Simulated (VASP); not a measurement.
# I (P6/mmm) in VASP: further runs, part 2 of 2

VASP 6.6.1. Earlier steps stand in the parts before.

## 4. Single point, PBE (volume scaled by 0.4)

Contents of INCAR:

```
SYSTEM = I
ALGO = Normal ; EDIFF = 1E-7
ENCUT = 520 ; GGA = PE
ISIF = 2 ; ISMEAR = -1
LASPH = .TRUE. ; LCHARG = .FALSE.
LREAL = .FALSE. ; LWAVE = .FALSE.
NBANDS = 10 ; NELM = 80
PREC = Accurate ; SIGMA = 0.08
```

Contents of KPOINTS:

```
k-points
0
G
  12 12 12
  0 0 0
```

Contents of POSCAR:

```
I
1.0
    2.9575394937      0.0000000000      0.0000000000
   -1.4787697469      2.5613043343      0.0000000000
    0.0000000000      0.0000000000      2.7704549593
I
1
Direct
    0.0000000000      0.0000000000      0.0000000000
```

Potentials or basis: VASP PAW PBE potentials, release 64 (I).

Started as:

```console
cat potpaw_PBE.64/I/POTCAR > POTCAR
mpirun -np 1 vasp_std > vasp.out
```

OUTCAR:

```text
SYSTEM = I
   EDIFF = 1E-7
   ENCUT = 520
   GGA = PE
   ISIF = 2
   ISMEAR = -1
   LASPH = .TRUE.
   LREAL = .FALSE.
   NELM = 80
   PREC = Accurate

 ion  position               nearest neighbor table
   1  0.000  0.000  0.000-

  LATTYP: Found a hexagonal cell.
 ALAT       =     2.9575394937
 C/A-ratio  =     0.9367431830

  Lattice vectors:

 A1 = (   2.9575394937,   0.0000000000,   0.0000000000)
 A2 = (  -1.4787697469,   2.5613043343,   0.0000000000)
 A3 = (   0.0000000000,   0.0000000000,   2.7704549593)

Analysis of symmetry for initial positions (statically):
=====================================================================
 Subroutine PRICEL returns:
 Original cell was already a primitive cell.

 Routine SETGRP: Setting up the symmetry group for a
 hexagonal supercell.

 Subroutine GETGRP returns: Found 24 space group operations
 (whereof 24 operations were pure point group operations)
 out of a pool of 24 trial point group operations.

The static configuration has the point symmetry D_6h.

Analysis of symmetry for dynamics (positions and initial velocities):
=====================================================================
 Subroutine PRICEL returns:
 Original cell was already a primitive cell.

 Routine SETGRP: Setting up the symmetry group for a
 hexagonal supercell.

 Subroutine GETGRP returns: Found 24 space group operations
 (whereof 24 operations were pure point group operations)
 out of a pool of 24 trial point group operations.

The dynamic configuration has the point symmetry D_6h.

 Subroutine INISYM returns: Found 24 space group operations
 (whereof 24 operations are pure point group operations),
 and found     1 'primitive' translations

----------------------------------------------------------------------------------------

                                     Primitive cell

  volume of cell :      20.9866

  direct lattice vectors                    reciprocal lattice vectors
     2.957539494  0.000000000  0.000000000     0.338118900  0.195213038  0.000000000
    -1.478769747  2.561304334  0.000000000     0.000000000  0.390426076  0.000000000
     0.000000000  0.000000000  2.770454959     0.000000000  0.000000000  0.360951546

  length of vectors
     2.957539494  2.957539494  2.770454959     0.390426076  0.390426076  0.360951546

  position of ions in fractional coordinates (direct lattice)
     0.000000000  0.000000000  0.000000000

  ion indices of the primitive-cell ions
   primitive index   ion index
                 1           1

----------------------------------------------------------------------------------------

 KPOINTS: k-points

Automatic generation of k-mesh.
 Grid dimensions read from file:
 generate k-points for:   12   12   12

 Generating k-lattice:

  Cartesian coordinates                     Fractional coordinates (reciprocal lattice)
     0.028176575  0.016267753  0.000000000     0.083333333  0.000000000  0.000000000
     0.000000000  0.032535506  0.000000000     0.000000000  0.083333333  0.000000000
     0.000000000  0.000000000  0.030079295     0.000000000  0.000000000  0.083333333

  Length of vectors
     0.032535506  0.032535506  0.030079295

  Shift w.r.t. Gamma in fractional coordinates (k-lattice)
     0.000000000  0.000000000  0.000000000

 Subroutine IBZKPT returns following result:
 ===========================================

 Found    133 irreducible k-points:

 Following reciprocal coordinates:
            Coordinates               Weight
  0.000000  0.000000  0.000000      1.000000
  0.083333  0.000000  0.000000      6.000000
  0.166667  0.000000  0.000000      6.000000
  0.250000  0.000000  0.000000      6.000000
  0.333333  0.000000  0.000000      6.000000
  0.416667  0.000000  0.000000      6.000000
[... 16 lines left out ...]
  0.250000  0.000000  0.083333     12.000000
  0.333333  0.000000  0.083333     12.000000
 [... further k-points ...]
   k-points           NKPTS =    133   k-points in BZ     NKDIM =    133   number of bands    NBANDS=     10
   number of dos      NEDOS =    301   number of ions     NIONS =      1
   total plane-waves  NPLWV =  13824
   dimension x,y,z NGX =    24 NGY =   24 NGZ =   24
   dimension x,y,z NGXF=    48 NGYF=   48 NGZF=   48
   ions per type =               1
   NGX,Y,Z   is equivalent  to a cutoff of  13.49, 13.49, 14.40 a.u.
   NGXF,Y,Z  is equivalent  to a cutoff of  26.98, 26.98, 28.80 a.u.
 SYSTEM =  I
   PREC   = accura    normal or accurate (medium, high low for compatibility)
   ISTART =      0    job   : 0-new  1-cont  2-samecut
   ICHARG =      2    charge: 1-file 2-atom 10-const
   ISPIN  =      1    spin polarized calculation?
   LNONCOLLINEAR =      F non collinear calculations
   LSORBIT =      F    spin-orbit coupling
   LASPH  =      T    aspherical Exc in radial PAW
   ENCUT  =  520.0 eV  38.22 Ry    6.18 a.u.   5.50  5.50  5.15*2*pi/ulx,y,z
   NELM   =     80;   NELMIN=  2; NELMDL= -5     # of ELM steps
   EDIFF  = 0.1E-06   stopping-criterion for ELM
   LREAL  =      F    real-space projection
   EDIFFG = 0.1E-05   stopping-criterion for IOM
   NSW    =      0    number of steps for IOM
   IBRION =     -1    ionic relax: 0-MD 1-quasi-New 2-CG
   NFREE  =      0    steps in history (QN), initial steepest desc. (CG)
   ISIF   =      2    stress and relaxation
   ISYM   =      2    0-nonsym 1-usesym 2-fastsym
   POTIM  = 0.5000    time-step for ionic-motion
   TEBEG  =    0.0;   TEEND  =   0.0 temperature during run
   PSTRESS=    0.0 pullay stress
   NELECT =       7.0000    total number of electrons
   NUPDOWN=      -1.0000    fix difference up-down
   EMIN   =  10.00;   EMAX   =-10.00  energy-range for DOS
   EFERMI =   0.00;   METHOD = LEGACY
   ISMEAR =    -1;   SIGMA  =   0.08  broadening in eV -4-tet -1-fermi 0-gaus
   EFERMI_NEDOS =   21; number of points for ismear=-14 and -15
   IALGO  =     38    algorithm
   IMIX   =      4    mixing-type and parameters
     AMIX     =   0.40;   BMIX     =  1.00
     AMIX_MAG =   1.60;   BMIX_MAG =  1.00
  volume/ion in A,a.u.               =      20.99       141.62
  Fermi-wavevector in a.u.,A,eV,Ry     =   1.135342  2.145485 17.537918  1.289001
  Thomas-Fermi vector in A             =   2.272046
   LORBIT       =      0    0 simple, 1 ext, 2 COOP (PROOUT), +10 PAW based schemes
   GGA     = PE    functional components
   LHFCALC =     F    Hartree Fock is set to
   AEXX    =    0.0000 exact exchange contribution
   IVDW    =     0    specifies the selected vdW correction
   LEPSILON=     F    determine dielectric tensor
   LRPA    =     F    only Hartree local field effects (RPA)
 non-spin polarized calculation
  energy-cutoff  :      520.00
  volume of cell :       20.99
 maximum number of plane-waves:       599
 NGX is ok and might be reduce to    24
   NGX = 11   NGY = 11   NGZ = 11

 number of electron       6.9999999 magnetization

 Free energy of the ion-electron system (eV)
  ---------------------------------------------------
  ext. energy  EPLUGINS =         0.00000000
  ---------------------------------------------------
  free energy    TOTEN  =         0.89053505 eV

  energy without entropy =        0.90353765  energy(sigma->0) =        0.89703635

 E-fermi :  13.5631     XC(G=0): -11.4497

 val. band max:       13.5609174189   @ k =   0.4167   0.0833   0.5000
 cond. band min:      13.5708605496   @ k =   0.2500   0.0833   0.4167
 fundamental gap:      0.0099431307
 Fermi energy:        13.5631490539

 k-point     1 :       0.0000    0.0000    0.0000
  band No.  band energies     occupation
      1      -5.6842      2.00000
      2      13.6792      0.37998
      3      14.7976      0.00000
      4      14.7976      0.00000
      5      18.4559      0.00000
      6      22.3597      0.00000
      7      22.3597      0.00000
      8      22.5678      0.00000
      9      23.1386      0.00000
     10      34.9601      0.00000

 k-point     2 :       0.0833    0.0000    0.0000
  band No.  band energies     occupation
      1      -5.5342      2.00000
      2      13.5005      1.37273
      3      13.8233      0.07451
      4      14.4293      0.00004
      5      18.7945      0.00000
      6      20.8514      0.00000
      7      22.9635      0.00000
      8      23.3937      0.00000
      9      25.3995      0.00000
     10      33.1543      0.00000
[... 274 lines left out ...]
 k-point    24 :       0.3333    0.0000    0.0833
  band No.  band energies     occupation
      1      -3.2987      2.00000
      2       6.0892      2.00000
      3      12.1100      2.00000
      4      14.2933      0.00022
      5      17.6108      0.00000
      6      22.3853      0.00000
      7      24.6980      0.00000
      8      28.8839      0.00000
      9      29.7451      0.00000
     10      30.3144      0.00000

 [... further k-points ...]
[... 5 lines left out ...]
  --------------------------------------------------------------------------------------
  -------------------------------------------------------------------------------------
  Total        8.8049442      8.8049442      8.8869146     -0.0000000     -0.0000000      0.0000000
  in kB      672.1935760    672.1935761    678.4514268     -0.0000000     -0.0000000      0.0000000
  external PRESSURE =     674.2795263 kB  Pullay stress =       0.0000000 kB

 VOLUME and BASIS-vectors are now :
 -----------------------------------------------------------------------------
  energy-cutoff  :      520.00
  volume of cell :       20.99
      direct lattice vectors                 reciprocal lattice vectors
     2.957539494  0.000000000  0.000000000     0.338118900  0.195213038  0.000000000
    -1.478769747  2.561304334  0.000000000     0.000000000  0.390426076  0.000000000
     0.000000000  0.000000000  2.770454959     0.000000000  0.000000000  0.360951546

 POSITION                                       TOTAL-FORCE (eV/Angst)
 -----------------------------------------------------------------------------------
      0.00000      0.00000      0.00000         0.000000      0.000000      0.000000
 -----------------------------------------------------------------------------------
    total drift:                                0.000000     -0.000000      0.000000

  FREE ENERGIE OF THE ION-ELECTRON SYSTEM (eV)
  ---------------------------------------------------
  free  energy   TOTEN  =         0.8905350492 eV

  energy  without entropy=        0.9035376483  energy(sigma->0) =        0.89703635
```

Run time: 35 s. Hardware: 1 thread of AMD EPYC 7R43 (Zen 3), shared host; peak memory 0.12 GiB.

What came out:

```yaml
Free_energy: 0.8905 eV
Pressure: 67.4 GPa
```

Stress tensor (GPa, compression positive):
```
67.22  0.00  0.00
 0.00 67.22  0.00
 0.00  0.00 67.85
```

Levels at points of the mesh, in eV from the Fermi level:
```
           k point  band 1  band 2  band 3  band 4  band 5  band 6
(0.00, 0.00, 0.00)  -19.25    0.12    1.23    1.23    4.89    8.80
(0.50, 0.00, 0.00)  -15.49  -10.30   -2.20    3.15    3.31   10.18
(0.00, 0.00, 0.50)  -16.25  -10.70    3.69    3.69   10.18   11.33
(0.50, 0.00, 0.50)  -12.16   -7.90   -7.72   -0.25    0.14    6.71
```

Caveat: the cell differs from its parent crystal (volume scaled by 0.4); spin-orbit coupling is left out, which moves the levels of the heavy elements; an odd number of electrons without spin polarisation forces a metal; a magnetic or distorted state may lie lower.

## 5. Single point, PBE

This run uses another cell than the first one, of 23.61 Å³/atom, 0.529 times its volume.

Contents of INCAR:

```
SYSTEM = I
ALGO = Normal
EDIFF = 1E-6
ENCUT = 520
GGA = PE
ISIF = 2
ISMEAR = -1
LASPH = .True.
LCHARG = .False.
LREAL = .False.
LWAVE = .False.
NBANDS = 10
NELM = 80
PREC = Accurate
SIGMA = 0.08
```

Contents of KPOINTS:

```
k-points
0
Gamma
  12 12 12
  0 0 0
```

Contents of POSCAR:

```
I
1.0
    3.1176243103      0.0000000000      0.0000000000
   -1.5588121552      2.6999418522      0.0000000000
    0.0000000000      0.0000000000      2.8048985847
I
1
Direct
    0.0000000000      0.0000000000      0.0000000000
```

Started as:

```console
cat potpaw_PBE.64/I/POTCAR > POTCAR
mpirun -np 1 vasp_std > vasp.out
```

It took 31 s on 1 thread of AMD EPYC 7R43 (Zen 3), shared host; peak memory 0.12 GiB.

Results (log left out):

```yaml
Free_energy: 0.0074 eV
Pressure: 42.4 GPa
```

Stress tensor (GPa, compression positive):
```
42.33  0.00  0.00
 0.00 42.33  0.00
 0.00  0.00 42.44
```

Levels at points of the mesh, in eV from the Fermi level:
```tsv
k point	band 1	band 2	band 3	band 4	band 5	band 6	band 7	band 8
(0.00, 0.00, 0.00)	-17.74	0.51	0.51	1.05	5.55	8.20	8.65	8.65
(0.50, 0.00, 0.00)	-14.92	-8.81	-2.14	3.28	3.60	10.19	11.48	12.07
(0.00, 0.00, 0.50)	-14.84	-9.41	2.76	2.76	9.79	11.23	11.23	11.51
(0.50, 0.00, 0.50)	-11.80	-7.11	-6.42	0.11	0.78	6.90	8.51	8.96
```

Caveat: spin-orbit coupling is left out, which moves the levels of the heavy elements; an odd number of electrons without spin polarisation forces a metal; a magnetic or distorted state may lie lower.

## 6. Single point, PBE

This run uses another cell than the first one, of 28.86 Å³/atom, 0.647 times its volume.

Contents of INCAR:

```
ALGO     = Normal         # electronic algorithm
EDIFF    = 1E-6           # SCF threshold, eV
ENCUT    = 520            # plane-wave cutoff, eV
GGA      = PE             # functional
ISIF     = 2              # what is computed and relaxed
ISMEAR   = -1             # smearing method
LASPH    = True           # aspherical terms in the spheres
LCHARG   = False          # write CHGCAR
LREAL    = False          # projectors in reciprocal space
LWAVE    = False          # write WAVECAR
NBANDS   = 10             # bands
NELM     = 80             # most SCF steps
PREC     = Accurate       # precision mode
SIGMA    = 0.08           # smearing width, eV
```

Contents of KPOINTS:

```
k-points
0
Gamma
  12 12 12
```

Contents of POSCAR:

```
I
1.0
    3.4007586000      0.0000000000      0.0000000000
   -1.7003793000      2.9451433398      0.0000000000
    0.0000000000      0.0000000000      2.8811328726
I
1
Direct
    0.0000000000      0.0000000000      0.0000000000
```

Potentials or basis: VASP PAW PBE potentials, release 64 (I).

Started as:

```console
cat potpaw_PBE.64/I/POTCAR > POTCAR
mpirun -np 1 vasp_std > vasp.out
```

Run time: 52 s. Hardware: 1 thread of AMD EPYC 7R43 (Zen 3), shared host; peak memory 0.13 GiB.

Results (log left out):

```
Free energy : -0.8919 eV
Pressure    : 16.5 GPa
```

Stress tensor (GPa, compression positive):
```
16.51  0.00  0.00
 0.00 16.51  0.00
 0.00  0.00 16.36
```

Levels at points of the mesh, in eV from the Fermi level:
```csv
k point,band 1,band 2,band 3,band 4,band 5,band 6,band 7,band 8
"(0.00, 0.00, 0.00)",-15.69,-0.24,-0.24,1.99,5.59,8.07,8.57,8.57
"(0.50, 0.00, 0.00)",-14.04,-6.63,-1.93,3.25,4.22,10.10,12.67,13.11
"(0.00, 0.00, 0.50)",-13.08,-7.56,1.70,1.70,9.39,10.07,10.60,10.60
"(0.50, 0.00, 0.50)",-11.35,-6.12,-4.37,0.08,2.36,7.35,8.37,9.52
```

Caveat: spin-orbit coupling is left out, which moves the levels of the heavy elements; an odd number of electrons without spin polarisation forces a metal; a magnetic or distorted state may lie lower.

## 7. Summary

| task | cell | cutoff (eV) | gap on the mesh (eV) | pressure (GPa) |
| --- | --- | --- | --- | --- |
| relaxation of shape and atoms at fixed volume | relaxed from a = 4.308, b = 4.308, c = 2.775 Å, angles 90.0, 90.0, 120.0°, 1 atom | 600 | none | 1.0 |
| single point | a = 2.958, b = 2.958, c = 2.770 Å, angles 90.0, 90.0, 120.0°, 1 atom | 520 | none | 67.4 |
| single point | a = 3.118, b = 3.118, c = 2.805 Å, angles 90.0, 90.0, 120.0°, 1 atom | 520 | none | 42.4 |
| single point | a = 3.401, b = 3.401, c = 2.881 Å, angles 90.0, 90.0, 120.0°, 1 atom | 520 | none | 16.5 |

Alike in all rows: level PBE; potentials or basis VASP PAW PBE potentials, release 64 (I); no spin polarisation; k mesh 12 × 12 × 12; smearing fermi-dirac 0.08 eV.

Caveats: spin-orbit coupling is left out, which moves the levels of the heavy elements; an odd number of electrons without spin polarisation forces a metal; a magnetic or distorted state may lie lower.

Absolute energies hang on the potentials; compare differences alone.
